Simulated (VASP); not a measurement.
A run of VASP 6.6.1 is set up as follows.

File INCAR:

```
SYSTEM = Pt
PREC     = Accurate       ! precision mode
ENCUT    = 520            ! plane-wave cutoff, eV
EDIFF    = 1E-6           ! SCF threshold, eV
ISMEAR   = 0              ! smearing method
SIGMA    = 0.15           ! smearing width, eV
LREAL    = .FALSE.        ! projectors in reciprocal space
LASPH    = .TRUE.         ! aspherical terms in the spheres
NELM     = 80             ! most SCF steps
ALGO     = Fast           ! electronic algorithm
ISIF     = 2              ! what is computed and relaxed
LWAVE    = .FALSE.        ! write WAVECAR
LCHARG   = .FALSE.        ! write CHGCAR
GGA      = PE             ! functional
NBANDS   = 11             ! bands
```

File KPOINTS:

```
Automatic mesh
0
G
  22 22 22
  0 0 0
```

The input POSCAR:

```
Pt
1.0
    0.0000000000      2.3469571009      1.4767054079
    2.3469571009      0.0000000000      1.4767054079
    2.3469571009      2.3469571009      0.0000000000
Pt
1
Direct
    0.0000000000      0.0000000000      0.0000000000
```

Potentials or basis: VASP PAW PBE potentials, release 64 (Pt).

Run with:

```console
$ cat potpaw_PBE.64/Pt/POTCAR > POTCAR
$ mpirun -np 1 vasp_std > vasp.out
```

Predict the pressure.

-7.1 GPa.

What does it give for the band gap on the k mesh?

Zero (bands 5 and 6 overlap by 2.00 eV).

Stress tensor (GPa, compression positive):
```
 -3.93   0.00   0.00
  0.00  -3.93   0.00
  0.00   0.00 -13.36
```

Caveat: the cell stands under tension; spin-orbit coupling is left out, which moves the levels of the heavy elements.
